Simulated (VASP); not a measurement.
Write the native input for VASP 6.6.1 that does the following.

```yaml
Task: single point
Functional: PBEsol
Potentials_or_basis: VASP PAW PBE potentials, release 64 (Ta_sv_GW, N)
Cutoff: 700 eV
k_mesh: 5 × 5 × 7
Occupations: fermi-dirac, width 0.15 eV
Spin: no spin polarisation
Dipole_correction: no
Further_INCAR_settings: ALGO = Normal; EDIFF = 1e-06; NBANDS = 36
```

The structure of TaN lies in POSCAR:

```
TaN
1.0
    5.1910000000      0.0000000000      0.0000000000
   -2.5955000000      4.4955380000      0.0000000000
    0.0000000000      0.0000000000      2.9080000000
Ta N
3 3
Direct
    0.0000000000      0.0000000000      0.0000000000
    0.3333333333      0.6666666667      0.5000000000
    0.6666666667      0.3333333333      0.5000000000
    0.5000000000      0.0000000000      0.0000000000
    0.5000000000      0.5000000000      0.0000000000
    0.0000000000      0.5000000000      0.0000000000
```

The input as run:

INCAR

```
PREC = Accurate ; ENCUT = 700
EDIFF = 1E-6 ; ISMEAR = -1
SIGMA = 0.15 ; LREAL = False
LASPH = True ; NELM = 120
ALGO = Normal ; ISIF = 2
LWAVE = False ; LCHARG = False
GGA = PS ; NBANDS = 36
GGA_COMPAT = False
```

KPOINTS

```
Automatic mesh
0
Gamma
  5 5 7
```

Potentials or basis: VASP PAW PBE potentials, release 64 (Ta_sv_GW, N).

The run is started by

```console
$ cat potpaw_PBE.64/Ta_sv_GW/POTCAR potpaw_PBE.64/N/POTCAR > POTCAR
$ mpirun -np 1 vasp_std > vasp.out
```

Results of the run:

```yaml
Pressure: 1.1 GPa
Band_gap_on_the_k_mesh: zero (bands 27 and 28 overlap by 2.04 eV)
```

Caveat: the PAW data sets were made with another functional, which shifts forces and pressure a little; spin-orbit coupling is left out, which moves the levels of the heavy elements.

Run time: 2.5 min on 1 thread of Intel(R) Xeon(R) Platinum 8375C CPU @ 2.90GHz (Ice Lake), on a shared host, peak memory 0.27 GiB.
